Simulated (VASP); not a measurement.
**K: single point with PBE**

K:

```xyz
1
Lattice="4.2409 0.0000 0.0000 0.0000 4.2409 0.0000 0.0000 0.0000 4.4529" Properties=species:S:1:pos:R:3 pbc="T T T"
K     0.0000    0.0000    0.0000
```

This cell differs from its parent crystal: ratio of the length along z to the lengths across it x 1.05, volume and fractional coordinates fixed.

| Quantity | Value |
| --- | --- |
| Program | VASP 6.6.1 |
| Task | single point |
| Functional | PBE |
| Potentials or basis | VASP PAW PBE potentials, release 64 (K_sv) |
| Cutoff | 520 eV |
| k mesh | 12 × 12 × 12 |
| Occupations | gaussian, width 0.15 eV |
| Spin | no spin polarisation |

```
Pressure : 0.0 GPa
```

Stress tensor (GPa, compression positive):
```
 0.11  0.00  0.00
 0.00  0.11  0.00
 0.00  0.00 -0.28
```

Levels at points of the mesh, in eV from the Fermi level:
```tsv
k point	band 2	band 3	band 4	band 5	band 6	band 7
(0.00, 0.00, 0.00)	-15.80	-15.79	-15.79	-2.05	2.81	2.94
(0.50, 0.00, 0.00)	-15.89	-15.79	-15.78	0.03	0.23	3.51
(0.50, 0.50, 0.00)	-15.88	-15.88	-15.78	1.16	2.22	2.28
(0.00, 0.00, 0.50)	-15.86	-15.79	-15.79	-0.22	0.08	3.43
(0.50, 0.00, 0.50)	-15.88	-15.85	-15.78	1.14	1.98	2.03
(0.50, 0.50, 0.50)	-15.87	-15.87	-15.84	2.15	2.36	2.36
```

It took 48 s on 1 thread of Intel(R) Xeon(R) 6975P-C (Granite Rapids), with other jobs on the host, peak memory 0.28 GiB.
